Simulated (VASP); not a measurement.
A run of VASP 6.6.1:

Contents of INCAR:

```
PREC = Accurate
ENCUT = 600
EDIFF = 1E-6
ISMEAR = -1
SIGMA = 0.02
LREAL = False
LASPH = True
NELM = 120
ALGO = Normal
ISIF = 2
LWAVE = False
LCHARG = False
GGA = PS
NBANDS = 11
GGA_COMPAT = False
```

File KPOINTS:

```
Automatic mesh
0
Gamma
  8 8 8
```

Contents of POSCAR:

```
MgO
1.0
    0.0000000000      2.1324622786      2.0613802027
    2.1324622786      0.0000000000      2.0613802027
    2.1324622786      2.1324622786      0.0000000000
Mg O
1 1
Direct
    0.0000000000      0.0000000000      0.0000000000
    0.5000000000      0.5000000000      0.5000000000
```

Potentials or basis: VASP PAW PBE potentials, release 64 (Mg, O).

Command:

```sh
$ cat potpaw_PBE.64/Mg/POTCAR potpaw_PBE.64/O/POTCAR > POTCAR
$ mpirun -np 1 vasp_std > vasp.out
```

Hardware: 1 thread of AMD EPYC 9R45 96-Core Processor (Zen 5), on a shared host.

Problem. Estimate the wall time of this run.

Solution. Wall time 6.4 s on 1 thread of AMD EPYC 9R45 96-Core Processor (Zen 5), on a shared host, peak memory 0.12 GiB. Counts: scf iterations 11, k points 59.
